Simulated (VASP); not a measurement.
Li: single point with PBE

Li:

```
CELL_PARAMETERS angstrom
-1.74500 1.74500 1.74500
1.74500 -1.74500 1.74500
1.74500 1.74500 -1.74500
ATOMIC_POSITIONS crystal
Li 0.00000 0.00000 0.00000
```

| Item | Value |
| --- | --- |
| Program | VASP 6.6.1 |
| Task | single point |
| Functional | PBE |
| Potentials or basis | VASP PAW PBE potentials, release 64 (Li_sv) |
| Cutoff | 520 eV |
| k mesh | 8 × 8 × 8 |
| Occupations | gaussian, width 0.05 eV |
| Spin | no spin polarisation |
| Dipole correction | no |
| Further INCAR settings | ALGO = Normal; EDIFF = 1e-07; NBANDS = 8 |

The band gap on the k mesh is zero (an odd number of electrons rules out a gap without spin polarisation).

Levels at points of the mesh, in eV from the Fermi level:
| k point | band 1 | band 2 | band 3 | band 4 |
| --- | --- | --- | --- | --- |
| (0.00, 0.00, 0.00) | -46.67 | -3.56 | 14.06 | 14.06 |
| (0.50, 0.00, 0.00) | -46.66 | 0.19 | 3.04 | 9.97 |
| (0.50, 0.50, 0.50) | -46.64 | 5.29 | 5.29 | 5.29 |

Run time: 1.9 s on 1 thread of Intel(R) Xeon(R) 6975P-C (Granite Rapids), on a shared host, peak memory 0.13 GiB.
